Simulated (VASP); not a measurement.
**YHSe: single point with LDA**

Crystal: YHSe.

```xyz
3
Lattice="3.8409 0.0000 0.0000 -1.9205 3.3263 0.0000 0.0000 0.0000 3.9156" Properties=species:S:1:pos:R:3 pbc="T T T"
Y     0.0000    0.0000    0.0000
H     0.0000    2.2176    0.0000
Se    1.9205    1.1088    1.9578
```

- Program: VASP 6.6.1
- Task: single point
- Functional: LDA
- Potentials or basis: VASP PAW LDA potentials, release 64 (Y_sv, H, Se)
- Cutoff: 500 eV
- k mesh: 4 × 4 × 3
- Occupations: gaussian, width 0.01 eV
- Spin: no spin polarisation

```yaml
Pressure: -5.2 GPa
Band_gap_on_the_k_mesh: 1.63 eV, indirect (least direct gap 2.18 eV)
```

Stress tensor (GPa, compression positive):
```
-5.11  0.00  0.00
 0.00 -5.11  0.00
 0.00  0.00 -5.50
```

Levels at points of the mesh, in eV from the valence-band top:
```tsv
k point	band 6	band 7	band 8	band 9	band 10	band 11	band 12	band 13
(0.00, 0.00, 0.00)	-3.30	-1.39	-1.28	-1.28	1.63	4.01	4.01	4.19
(0.50, 0.00, 0.00)	-5.00	-2.10	-1.84	-1.16	2.95	3.54	4.53	4.70
```

It took 4.6 s on 1 thread of AMD EPYC 9R45 96-Core Processor (Zen 5), with other jobs on the host, peak memory 0.13 GiB.

Caveat: the k points lie up to 0.53 Å⁻¹ apart. A k mesh can miss the band edges.
